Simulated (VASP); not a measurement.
Si, 2 atoms in the cell. Symmetry: I4_1/amd, No. 141, tetragonal system. The conventional cell has a = 3.975 Å, b = 3.975 Å, c = 5.227 Å, α = 90.00°, β = 90.00°, γ = 90.00°. Within 3.1 Å of Si (site symmetry -4m2) lie 4 Si at 2.38 Å.  This cell differs from its parent crystal: volume 20.646 Å^3 an atom, c/a of the conventional cell 0.9298.

| Quantity | Value |
| --- | --- |
| Program | VASP 6.6.1 |
| Task | single point |
| Functional | LDA |
| Potentials or basis | VASP PAW LDA potentials, release 64 (Si) |
| Cutoff | 520 eV |
| k mesh | 12 × 12 × 12 |
| Occupations | gaussian, width 0.05 eV |
| Spin | no spin polarisation |
| Dipole correction | no |
| Further INCAR settings | ALGO = Normal; EDIFF = 1e-07; NBANDS = 11 |

Potentials or basis: VASP PAW LDA potentials, release 64 (Si).

Launch:

```console
$ cat potpaw_LDA.64/Si/POTCAR > POTCAR
$ mpirun -np 1 vasp_std > vasp.out
```

Hardware: 1 thread of Intel(R) Xeon(R) Platinum 8259CL CPU @ 2.50GHz (Skylake/Cascade Lake), on a shared host.

Q: How long does it take, and how much memory?

A: It took 56 s on 1 thread of Intel(R) Xeon(R) Platinum 8259CL CPU @ 2.50GHz (Skylake/Cascade Lake), on a shared host, peak memory 0.18 GiB. Counts: scf iterations 12, k points 163.
